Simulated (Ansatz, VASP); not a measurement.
# Pt: VASP beside Ansatz

```
Pt
1.0
     0.00000    1.95790    2.01664
     1.95790    0.00000    2.01664
     1.95790    1.95790    0.00000
Pt
1
Cartesian
  0.0000 0.0000 0.0000
```

Change from the starting cell: strain +0.000 along x and y, +0.030 along z, atoms carried along.

Alike in both runs: task single point; functional PBE; k mesh 20 × 20 × 20; occupations gaussian, width 0.15 eV; no spin polarisation.

|  | VASP | Ansatz |
| --- | --- | --- |
| version | VASP 6.6.1 | Ansatz 0.2.0 |
| potentials or method | VASP PAW PBE potentials, release 64 (Pt), cutoff 520 eV | scalar-relativistic, plane waves, PAW |
| valence electrons in the cell | 10 | 18 |

Ansatz gave:

```
gap on the k mesh at the Fermi level (eV)                     : none
pressure (GPa)                                                : 3.2
traceless stress, the component that is largest in VASP (GPa) : -2.04
```

Problem. Estimate VASP's values.

Solution. gap on the k mesh at the Fermi level (eV): none; pressure (GPa): 2.7; traceless stress, the component that is largest in VASP (GPa): -2.02.

A gap of «none» marks a metal or a gap that the smearing closes. VASP's potentials hold 10 valence electrons a cell and Ansatz's 18, so a difference there can come from the potentials and not from the codes.

Spin-orbit coupling is off throughout.
